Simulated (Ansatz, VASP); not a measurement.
# MnO: VASP beside Ansatz

INCAR

```
SYSTEM = MnO
ALGO = Normal ; EDIFF = 1E-7
ENCUT = 520 ; GGA = CA
ISIF = 2 ; ISMEAR = -1
ISPIN = 2 ; LASPH = .True.
LCHARG = .False. ; LMAXMIX = 4
LORBIT = 11 ; LREAL = .False.
LWAVE = .False. ; MAGMOM = 4 0
NBANDS = 20 ; NELM = 150
PREC = Accurate ; SIGMA = 0.05
```

Contents of KPOINTS:

```
k-points
0
Gamma
  10 10 10
  0 0 0
```

POSCAR

```
MnO
1.0
    0.0000000000      2.2675248097      2.2675248097
    2.2675248097      0.0000000000      2.2675248097
    2.2675248097      2.2675248097      0.0000000000
Mn O
1 1
Direct
    0.0000000000      0.0000000000      0.0000000000
    0.5000000000      0.5000000000      0.5000000000
```

The input input.yaml:

```yaml
crystal:
  lattice:
    - [0.0, 2.2675248097, 2.2675248097]
    - [2.2675248097, 0.0, 2.2675248097]
    - [2.2675248097, 2.2675248097, 0.0]
  atoms:
    - { symbol: Mn, position: [0.0, 0.0, 0.0], spin: 4.0 }
    - { symbol: O, position: [0.5, 0.5, 0.5] }
kpoints:
  mp_grid: { grid: [10, 10, 10] }
scf:
  occupations: { method: fermi_dirac, width: 0.05 }
hamiltonian:
  xc: lda
  pseudopotentials: { kind: all_electron, lapw: { basis_error: 0.001 } }
magnetization:
  spin_polarized: true
output:
  forces: true
  stress: true
  eigenvalues: true
```

Change from the starting cell: volume scaled by 1.06.

Alike in both runs: task single point; functional LDA; k mesh 10 × 10 × 10; occupations fermi-dirac, width 0.05 eV; collinear spin.

|  | VASP | Ansatz |
| --- | --- | --- |
| version | VASP 6.6.1 | Ansatz 0.2.0 |
| potentials or method | VASP PAW LDA potentials, release 64 (Mn_pv, O), cutoff 520 eV | all-electron LAPW, scalar-relativistic |

```csv
,VASP,Ansatz,Ansatz less VASP
gap on the k mesh at the Fermi level (eV),none,none,-
pressure (GPa),-20.5,-19.7,+0.85
net moment per atom (μB),2.37,2.39,+0.028
size of the moment on the site where the two differ most (μB),4.27,4.33,+0.063
```

LDA's correlation is that of Perdew and Zunger in VASP and of Perdew and Wang (1992) in Ansatz. Site moments also hang on the region over which each program counts them. A gap of «none» marks a metal or a gap that the smearing closes. Ansatz ran all-electron here, and VASP with PAW potentials.
